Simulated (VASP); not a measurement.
## Si: single point with RPBE

Crystal: Si.

```
Si
1.0
     2.54175    0.00000    0.00000
     0.00000    2.54175    0.00000
     0.00000    0.00000    2.54175
Si
1
Direct
  0.00000 0.00000 0.00000
```

This isn't the form of Si at room conditions, which is diamond.

```
Program             : VASP 6.6.1
Task                : single point
Functional          : RPBE
Potentials or basis : VASP PAW PBE potentials, release 64 (Si)
Cutoff              : 520 eV
k mesh              : 12 × 12 × 12
Occupations         : fermi-dirac, width 0.1 eV
Spin                : no spin polarisation
```

The pressure is -0.3 GPa and the band gap on the k mesh is zero (bands 2 and 3 overlap by 10.21 eV).

Levels at points of the mesh, in eV from the Fermi level:
```csv
k point,band 1,band 2,band 3,band 4,band 5,band 6
"(0.00, 0.00, 0.00)",-13.06,7.39,7.39,7.65,7.65,7.65
"(0.50, 0.00, 0.00)",-8.52,-6.42,9.97,10.99,10.99,14.47
"(0.50, 0.50, 0.00)",-3.46,-2.82,-2.82,1.55,14.24,17.05
"(0.50, 0.50, 0.50)",0.56,0.56,0.56,3.49,5.12,5.12
```

Run time: 5.5 s on 1 thread of AMD EPYC 7R13 Processor (Zen 3), on a shared host, peak memory 0.09 GiB.

Caveat: the PAW data sets were made with another functional, which shifts forces and pressure a little.
